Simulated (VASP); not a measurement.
# Sb (R-3m) in VASP: notebook

Sb is run at these levels: LDA; tasks: single point, relaxation of cell and atoms.

Program: VASP 6.6.1. These are calculated values, not measurements. Logs are shortened: lines on timing, memory, paths and dates and some standing lists are left out, and cuts for length are marked.

## (1) The cell of the first run

It takes space group R-3m (No. 166, trigonal). Conventional cell: a = 4.289 Å, b = 4.289 Å, c = 11.104 Å, α = 90.00°, β = 90.00°, γ = 120.00°. Sb (site symmetry 3m) has 6 Sb at 2.89 to 3.31 Å within 3.8 Å.

## (2) Single point, LDA

The input, INCAR:

```
SYSTEM = Sb
ALGO = Normal
EDIFF = 1E-6
ENCUT = 520
GGA = CA
ISIF = 2
ISMEAR = -1
LASPH = .True.
LCHARG = .False.
LREAL = .False.
LWAVE = .False.
NBANDS = 12
NELM = 80
PREC = Accurate
SIGMA = 0.1
```

The input, KPOINTS:

```
k-points
0
Gamma
  6 6 6
  0 0 0
```

The input, POSCAR:

```
Sb
1.0
    2.1443495228      1.2380407742      3.7012153344
   -2.1443495228      1.2380407742      3.7012153344
    0.0000000000     -2.4760815485      3.7012153344
Sb
2
Direct
    0.2341396122      0.2341396122      0.2341396122
    0.7658603878      0.7658603878      0.7658603878
```

Potentials or basis: VASP PAW LDA potentials, release 64 (Sb).

Run with:

```
$ cat potpaw_LDA.64/Sb/POTCAR > POTCAR
$ mpirun -np 1 vasp_std > vasp.out
```

OUTCAR:

```text
SYSTEM = Sb
   EDIFF = 1E-6
   ENCUT = 520
   GGA = CA
   ISIF = 2
   ISMEAR = -1
   LASPH = .True.
   LREAL = .False.
   NELM = 80
   PREC = Accurate

 ion  position               nearest neighbor table
   1  0.234  0.234  0.234-   2 2.89   2 2.89   2 2.89   2 3.31   2 3.31   2 3.31
   2  0.766  0.766  0.766-   1 2.89   1 2.89   1 2.89   1 3.31   1 3.31   1 3.31

  LATTYP: Found a trigonal (rhomboedric) cell.
 ALAT       =     4.4530859846
 COS(alpha) =     0.5362339160

  Lattice vectors:

 A1 = (   2.1443495228,   1.2380407742,   3.7012153344)
 A2 = (  -2.1443495228,   1.2380407742,   3.7012153344)
 A3 = (   0.0000000000,  -2.4760815485,   3.7012153344)

Analysis of symmetry for initial positions (statically):
=====================================================================
 Subroutine PRICEL returns:
 Original cell was already a primitive cell.

 Routine SETGRP: Setting up the symmetry group for a
 trigonal (rhombohedral) supercell.

 Subroutine GETGRP returns: Found 12 space group operations
 (whereof 12 operations were pure point group operations)
 out of a pool of 12 trial point group operations.

The static configuration has the point symmetry D_3d.

Analysis of symmetry for dynamics (positions and initial velocities):
=====================================================================
 Subroutine PRICEL returns:
 Original cell was already a primitive cell.

 Routine SETGRP: Setting up the symmetry group for a
 trigonal (rhombohedral) supercell.

 Subroutine GETGRP returns: Found 12 space group operations
 (whereof 12 operations were pure point group operations)
 out of a pool of 12 trial point group operations.

The dynamic configuration has the point symmetry D_3d.

 Subroutine INISYM returns: Found 12 space group operations
 (whereof 12 operations are pure point group operations),
 and found     1 'primitive' translations

----------------------------------------------------------------------------------------

                                     Primitive cell

  volume of cell :      58.9557

  direct lattice vectors                    reciprocal lattice vectors
     2.144349523  1.238040774  3.701215334     0.233170943  0.134621307  0.090060508
    -2.144349523  1.238040774  3.701215334    -0.233170943  0.134621307  0.090060508
     0.000000000 -2.476081548  3.701215334     0.000000000 -0.269242613  0.090060508

[... 90 lines left out ...]
   ISYM   =      2    0-nonsym 1-usesym 2-fastsym
   POTIM  = 0.5000    time-step for ionic-motion
   TEBEG  =    0.0;   TEEND  =   0.0 temperature during run
   PSTRESS=    0.0 pullay stress
   NELECT =      10.0000    total number of electrons
   NUPDOWN=      -1.0000    fix difference up-down
   EMIN   =  10.00;   EMAX   =-10.00  energy-range for DOS
   EFERMI =   0.00;   METHOD = LEGACY
   ISMEAR =    -1;   SIGMA  =   0.10  broadening in eV -4-tet -1-fermi 0-gaus
   EFERMI_NEDOS =   21; number of points for ismear=-14 and -15
   IALGO  =     38    algorithm
   IMIX   =      4    mixing-type and parameters
     AMIX     =   0.40;   BMIX     =  1.00
     AMIX_MAG =   1.60;   BMIX_MAG =  1.00
  volume/ion in A,a.u.               =      29.48       198.93
  Fermi-wavevector in a.u.,A,eV,Ry     =   0.906218  1.712504 11.173532  0.821231
  Thomas-Fermi vector in A             =   2.029880
   LORBIT       =      0    0 simple, 1 ext, 2 COOP (PROOUT), +10 PAW based schemes
   GGA     = CA    functional components
   LHFCALC =     F    Hartree Fock is set to
   AEXX    =    0.0000 exact exchange contribution
   IVDW    =     0    specifies the selected vdW correction
   LEPSILON=     F    determine dielectric tensor
   LRPA    =     F    only Hartree local field effects (RPA)
 non-spin polarized calculation
  energy-cutoff  :      520.00
  volume of cell :       58.96
 maximum number of plane-waves:      1602
 NGX is ok and might be reduce to    36
   NGX = 17   NGY = 17   NGZ = 17

 number of electron      10.0000000 magnetization

 Free energy of the ion-electron system (eV)
  ---------------------------------------------------
  ext. energy  EPLUGINS =         0.00000000
  ---------------------------------------------------
  free energy    TOTEN  =        -9.64534629 eV

  energy without entropy =       -9.63450570  energy(sigma->0) =       -9.63992599

 E-fermi :   7.4400     XC(G=0):  -9.8230

 val. band max:        7.2187616681   @ k =   0.5000   0.0000  -0.0000
 cond. band min:       7.4843956268   @ k =   0.5000   0.5000   0.5000
 fundamental gap:      0.2656339588
 Fermi energy:         7.4400082495

 k-point     1 :       0.0000    0.0000    0.0000
  band No.  band energies     occupation
      1      -5.4644      2.00000
      2       2.6903      2.00000
      3       5.3876      2.00000
      4       5.5889      2.00000
      5       5.5889      2.00000
      6       9.5823      0.00000
      7      10.1823      0.00000
      8      10.1823      0.00000
      9      12.4523      0.00000
     10      12.4523      0.00000
     11      12.6418      0.00000
     12      13.9437      0.00000
[... 331 lines left out ...]
 k-point    24 :      -0.3333    0.5000    0.1667
  band No.  band energies     occupation
      1      -2.7161      2.00000
      2      -1.3364      2.00000
      3       1.9930      2.00000
      4       2.9116      2.00000
      5       5.5822      2.00000
      6       9.4005      0.00000
      7      10.7038      0.00000
      8      13.1689      0.00000
      9      13.4599      0.00000
     10      14.5093      0.00000
     11      17.1922      0.00000
     12      18.0566      0.00000

 [... further k-points ...]

------------------------ aborting loop because EDIFF is reached ----------------------------------------

  FORCE on cell =-STRESS in cart. coord.  units (eV):
  Direction    XX          YY          ZZ          XY          YZ          ZX
  --------------------------------------------------------------------------------------
  -------------------------------------------------------------------------------------
  Total        0.1219450      0.1219450      0.0846725      0.0000000     -0.0000000      0.0000000
  in kB        3.3139700      3.3139700      2.3010537      0.0000000     -0.0000000      0.0000000
  external PRESSURE =       2.9763312 kB  Pullay stress =       0.0000000 kB

 VOLUME and BASIS-vectors are now :
 -----------------------------------------------------------------------------
  energy-cutoff  :      520.00
  volume of cell :       58.96
      direct lattice vectors                 reciprocal lattice vectors
     2.144349523  1.238040774  3.701215334     0.233170943  0.134621307  0.090060508
    -2.144349523  1.238040774  3.701215334    -0.233170943  0.134621307  0.090060508
     0.000000000 -2.476081548  3.701215334     0.000000000 -0.269242613  0.090060508

 POSITION                                       TOTAL-FORCE (eV/Angst)
 -----------------------------------------------------------------------------------
      0.00000     -0.00000      2.59980         0.000000     -0.000000      0.066328
      0.00000     -0.00000      8.50384         0.000000      0.000000     -0.066328
 -----------------------------------------------------------------------------------
    total drift:                               -0.000000      0.000000     -0.000000

  FREE ENERGIE OF THE ION-ELECTRON SYSTEM (eV)
  ---------------------------------------------------
  free  energy   TOTEN  =        -9.6453462861 eV

  energy  without entropy=       -9.6345056986  energy(sigma->0) =       -9.63992599
```

stdout:

```text
POSCAR found type information on POSCAR Sb
 POSCAR found :  1 types and       2 ions
 scaLAPACK will be used
 LDA part: xc-table for (Slater(with rela. corr.)+CA(PZ))
 , standard interpolation
 POSCAR, INCAR and KPOINTS ok, starting setup
 FFT: planning ... GRIDC
 FFT: planning ... GRID_SOFT
 FFT: planning ... GRID
 WAVECAR not read
 entering main loop
```

It took 6.6 s on 1 thread of Intel Xeon 6975P-C (Granite Rapids), shared host; peak memory 0.17 GiB.

Results:

```
Free energy            : -9.6453 eV
Pressure               : 0.3 GPa
Largest force          : 0.066 eV/Å
Band gap on the k mesh : zero (band 5 reaches 7.51 eV, above the bottom of band 6 at 7.22 eV)
```

Forces in eV/Å, atoms in the order of the input:
```
Sb   0.000  0.000  0.066
Sb   0.000  0.000 -0.066
```

Stress tensor (GPa, compression positive):
```
0.33 0.00 0.00
0.00 0.33 0.00
0.00 0.00 0.23
```

Levels at points of the mesh, in eV from the Fermi level:
```
           k point  band 2  band 3  band 4  band 5  band 6  band 7  band 8  band 9
(0.00, 0.00, 0.00)   -4.75   -2.05   -1.85   -1.85    2.14    2.74    2.74    5.01
(0.50, 0.00, 0.00)   -9.78   -1.92   -1.77   -0.29   -0.22    0.20    0.42    7.66
(0.50, 0.50, 0.00)   -8.04   -5.58   -3.83   -3.77    1.49    5.04    5.55    7.10
(0.50, 0.50, 0.50)   -9.13   -1.33   -1.33   -0.52    0.04    0.04    1.08    7.08
```

Caveat: spin-orbit coupling is left out, which moves the levels of the heavy elements.

## (3) Relaxation of cell and atoms, LDA

This run uses another cell than the first one, of 30.21 Å³/atom, 1.025 times its volume.

The input, INCAR:

```
PREC = Accurate ; ENCUT = 600
EDIFF = 1E-6 ; ISMEAR = -1
SIGMA = 0.1 ; LREAL = False
LASPH = True ; NELM = 80
ALGO = Normal ; ISIF = 3
LWAVE = False ; LCHARG = False
IBRION = 2 ; NSW = 80
EDIFFG = -0.02
```

The input, KPOINTS:

```
Automatic mesh
0
Gamma
  6 6 6
```

The input, POSCAR:

```
Sb
1.0
    2.1542000000      1.2437280000      3.7580000000
   -2.1542000000      1.2437280000      3.7580000000
    0.0000000000     -2.4874560000      3.7580000000
Sb
2
Direct
    0.2334900000      0.2334900000      0.2334900000
    0.7665100000      0.7665100000      0.7665100000
```

Potentials or basis: VASP PAW LDA potentials, release 64 (Sb).

Run with:

```
$ cat potpaw_LDA.64/Sb/POTCAR > POTCAR
$ mpirun -np 1 vasp_std > vasp.out
```

OUTCAR:

```text
PREC = Accurate
   ENCUT = 600
   EDIFF = 1E-6
   ISMEAR = -1
   LREAL = False
   LASPH = True
   NELM = 80
   ISIF = 3
   IBRION = 2
   NSW = 80
   EDIFFG = -0.02

 ion  position               nearest neighbor table
   1  0.233  0.233  0.233-   2 2.91   2 2.91   2 2.91   2 3.35   2 3.35   2 3.35
   2  0.767  0.767  0.767-   1 2.91   1 2.91   1 2.91   1 3.35   1 3.35   1 3.35

  LATTYP: Found a trigonal (rhomboedric) cell.
 ALAT       =     4.5066618442
 COS(alpha) =     0.5430253418

  Lattice vectors:

 A1 = (   2.1542000000,   1.2437280000,   3.7580000000)
 A2 = (  -2.1542000000,   1.2437280000,   3.7580000000)
 A3 = (   0.0000000000,  -2.4874560000,   3.7580000000)

Analysis of symmetry for initial positions (statically):
=====================================================================
 Subroutine PRICEL returns:
 Original cell was already a primitive cell.

 Routine SETGRP: Setting up the symmetry group for a
 trigonal (rhombohedral) supercell.

 Subroutine GETGRP returns: Found 12 space group operations
 (whereof 12 operations were pure point group operations)
 out of a pool of 12 trial point group operations.

The static configuration has the point symmetry D_3d.

Analysis of symmetry for dynamics (positions and initial velocities):
=====================================================================
[... 300 lines left out ...]
--------------------------------------- Ionic step        5  -------------------------------------------

 number of electron      10.0000000 magnetization

 Free energy of the ion-electron system (eV)
  ---------------------------------------------------
  ext. energy  EPLUGINS =         0.00000000
  ---------------------------------------------------
  free energy    TOTEN  =        -9.64596275 eV

  energy without entropy =       -9.63457344  energy(sigma->0) =       -9.64026809

 E-fermi :   7.4113     XC(G=0):  -9.8192

 val. band max:        7.2045861511   @ k =   0.5000   0.0000   0.0000
 cond. band min:       7.4434948755   @ k =   0.5000   0.5000   0.5000
 fundamental gap:      0.2389087244
 Fermi energy:         7.4112572712

 k-point     1 :       0.0000    0.0000    0.0000
  band No.  band energies     occupation
      1      -5.4613      2.00000
      2       2.6571      2.00000
      3       5.3599      2.00000
      4       5.5823      2.00000
      5       5.5823      2.00000
      6       9.6132      0.00000
      7      10.1742      0.00000
      8      10.1742      0.00000
      9      12.4169      0.00000
[... 265 lines left out ...]
 k-point    24 :      -0.3333    0.5000    0.1667
  band No.  band energies     occupation
      1      -2.7111      2.00000
      2      -1.3481      2.00000
      3       1.9777      2.00000
      4       2.8999      2.00000
      5       5.5649      2.00000
      6       9.3792      0.00000
      7      10.6932      0.00000
      8      13.1207      0.00000
      9      13.4520      0.00000

 [... further k-points ...]

------------------------ aborting loop because EDIFF is reached ----------------------------------------

  FORCE on cell =-STRESS in cart. coord.  units (eV):
  Direction    XX          YY          ZZ          XY          YZ          ZX
  --------------------------------------------------------------------------------------
  -------------------------------------------------------------------------------------
  Total        0.0218306      0.0218306     -0.0104351      0.0000000      0.0000000      0.0000000
  in kB        0.5924790      0.5924791     -0.2832072      0.0000000      0.0000000      0.0000000
  external PRESSURE =       0.3005836 kB  Pullay stress =       0.0000000 kB
[... 17 lines left out ...]
  FREE ENERGIE OF THE ION-ELECTRON SYSTEM (eV)
  ---------------------------------------------------
  free  energy   TOTEN  =        -9.6459627530 eV

  energy  without entropy=       -9.6345734369  energy(sigma->0) =       -9.64026809

 reached required accuracy - stopping structural energy minimisation
```

CONTCAR:

```text
Sb
   1.00000000000000
     2.1459577725843233    1.2389693472035155    3.7005798920778785
    -2.1459577725843233    1.2389693472035155    3.7005798920778785
     0.0000000000000000   -2.4779386944070310    3.7005798920778785
  Sb
     2
Direct
     0.2347081876762035    0.2347081876762035    0.2347081876762035
     0.7652918123237965    0.7652918123237965    0.7652918123237965

  0.00000000E+00  0.00000000E+00  0.00000000E+00
  0.00000000E+00  0.00000000E+00  0.00000000E+00
```

Run time: 19 s. Hardware: 1 thread of Intel Xeon 6975P-C (Granite Rapids), shared host; peak memory 0.17 GiB.

What came out:

```yaml
Free_energy: -9.6460 eV
Relaxed_volume: 29.52 Å³/atom
Relaxed_cell: a = 4.454 Å, b = 4.454 Å, c = 4.454 Å, α = 57.61°, β = 57.61°, γ = 57.61°
Space_group_after_relaxing_to_0.05_Å: R-3m (No. 166)
Energy_gained_by_relaxing: 2.1 meV/atom
Ionic_steps: 5
Pressure_after_relaxing: 0.0 GPa
Band_gap_on_the_k_mesh: zero (band 5 reaches 7.49 eV, above the bottom of band 6 at 7.20 eV)
```

Forces on the atoms (eV/Å):
```
Sb   0.000  0.000 -0.002
Sb   0.000  0.000  0.002
```

The path:
```
step  energy change (eV)  largest force (eV/Å)  pressure (GPa)  volume (Å³)
   1              0.0000                0.0048           -0.89        60.41
   2             -0.0019                0.1336            0.55        58.96
   3             -0.0027                0.0879            0.02        59.47
   4             -0.0035                0.0607            0.02        59.34
   5             -0.0043                0.0022            0.03        59.03
```

Final structure:
```yaml
crystal:
  lattice:
    - [2.14596, 1.23897, 3.70058]
    - [-2.14596, 1.23897, 3.70058]
    - [0.00000, -2.47794, 3.70058]
  atoms:
    - { symbol: Sb, position: [0.23471, 0.23471, 0.23471] }
    - { symbol: Sb, position: [0.76529, 0.76529, 0.76529] }
```

Caveat: spin-orbit coupling is left out, which moves the levels of the heavy elements. LDA usually gives volumes a few per cent too small.

## (4) Single point, LDA

The input, INCAR:

```
SYSTEM = Sb
ALGO = Normal
EDIFF = 1E-6
ENCUT = 500
GGA = CA
GGA_COMPAT = .False.
ISIF = 2
ISMEAR = -1
LASPH = .True.
LCHARG = .False.
LREAL = .False.
LWAVE = .False.
NBANDS = 22
NELM = 120
PREC = Accurate
SIGMA = 0.1
```

The input, KPOINTS:

```
k-points
0
Gamma
  6 6 6
  0 0 0
```

The input, POSCAR:

```
Sb
1.0
    2.1443495228      1.2380407742      3.7012153344
   -2.1443495228      1.2380407742      3.7012153344
    0.0000000000     -2.4760815485      3.7012153344
Sb
2
Direct
    0.2341396122      0.2341396122      0.2341396122
    0.7658603878      0.7658603878      0.7658603878
```

Potentials or basis: VASP PAW LDA potentials, release 64 (Sb_d_GW).

Run with:

```
$ cat potpaw_LDA.64/Sb_d_GW/POTCAR > POTCAR
$ mpirun -np 1 vasp_std > vasp.out
```

OUTCAR:

```text
SYSTEM = Sb
   EDIFF = 1E-6
   ENCUT = 500
   GGA = CA
   ISIF = 2
   ISMEAR = -1
   LASPH = .True.
   LREAL = .False.
   NELM = 120
   PREC = Accurate

 ion  position               nearest neighbor table
   1  0.234  0.234  0.234-   2 2.89   2 2.89   2 2.89   2 3.31   2 3.31   2 3.31
   2  0.766  0.766  0.766-   1 2.89   1 2.89   1 2.89   1 3.31   1 3.31   1 3.31

  LATTYP: Found a trigonal (rhomboedric) cell.
 ALAT       =     4.4530859846
 COS(alpha) =     0.5362339160

  Lattice vectors:

[... 786 lines left out ...]
------------------------ aborting loop because EDIFF is reached ----------------------------------------

  FORCE on cell =-STRESS in cart. coord.  units (eV):
  Direction    XX          YY          ZZ          XY          YZ          ZX
  --------------------------------------------------------------------------------------
  -------------------------------------------------------------------------------------
  Total       -0.0090106     -0.0090106     -0.0223674     -0.0000000      0.0000000      0.0000000
  in kB       -0.2448713     -0.2448713     -0.6078544     -0.0000000      0.0000000      0.0000000
  external PRESSURE =      -0.3658657 kB  Pullay stress =       0.0000000 kB

 VOLUME and BASIS-vectors are now :
 -----------------------------------------------------------------------------
  energy-cutoff  :      500.00
  volume of cell :       58.96
      direct lattice vectors                 reciprocal lattice vectors
     2.144349523  1.238040774  3.701215334     0.233170943  0.134621307  0.090060508
    -2.144349523  1.238040774  3.701215334    -0.233170943  0.134621307  0.090060508
     0.000000000 -2.476081548  3.701215334     0.000000000 -0.269242613  0.090060508

 POSITION                                       TOTAL-FORCE (eV/Angst)
 -----------------------------------------------------------------------------------
      0.00000     -0.00000      2.59980         0.000000     -0.000000      0.007598
      0.00000     -0.00000      8.50384         0.000000      0.000000     -0.007598
 -----------------------------------------------------------------------------------
    total drift:                                0.000000      0.000000     -0.000000

  FREE ENERGIE OF THE ION-ELECTRON SYSTEM (eV)
  ---------------------------------------------------
  free  energy   TOTEN  =        -9.6621889366 eV

  energy  without entropy=       -9.6513580905  energy(sigma->0) =       -9.65677351
```

stdout:

```text
POSCAR found type information on POSCAR Sb
 POSCAR found :  1 types and       2 ions
 scaLAPACK will be used
 LDA part: xc-table for (Slater(with rela. corr.)+CA(PZ))
 , standard interpolation
 POSCAR, INCAR and KPOINTS ok, starting setup
 FFT: planning ... GRIDC
 FFT: planning ... GRID_SOFT
 FFT: planning ... GRID
 WAVECAR not read
 entering main loop
```

Wall time 37 s (1 thread of Intel Xeon Platinum 8375C at 2.90GHz (Ice Lake), shared host); peak memory 0.18 GiB.

What came out:

```
Free energy            : -9.6622 eV
Pressure               : 0.0 GPa
Largest force          : 0.008 eV/Å
Band gap on the k mesh : zero (band 15 reaches 5.47 eV, above the bottom of band 16 at 5.19 eV)
```

Forces in eV/Å, atoms in the order of the input:
```
Sb   0.000  0.000  0.008
Sb   0.000  0.000 -0.008
```

Caveat: spin-orbit coupling is left out, which moves the levels of the heavy elements.

## (5) Summary

```tsv
task	potentials or basis	cell	cutoff (eV)	second run	gap on the mesh (eV)	pressure (GPa)	largest force (eV/Å)
single point	VASP PAW LDA potentials, release 64 (Sb)	a = 4.453 Å, angles 57.6°, 2 atoms	520	-	none	0.3	0.07
relaxation of cell and atoms	VASP PAW LDA potentials, release 64 (Sb)	relaxed from a = 4.507 Å, angles 57.1°, 2 atoms	600	-	none	0.0	-
single point	VASP PAW LDA potentials, release 64 (Sb_d_GW)	a = 4.453 Å, angles 57.6°, 2 atoms	500	valence_matched	none	0.0	0.01
```

Alike in all rows: level LDA; no spin polarisation; k mesh 6 × 6 × 6; smearing fermi-dirac 0.1 eV.

Caveats: spin-orbit coupling is left out, which moves the levels of the heavy elements.

Absolute energies hang on the potentials; compare differences alone.
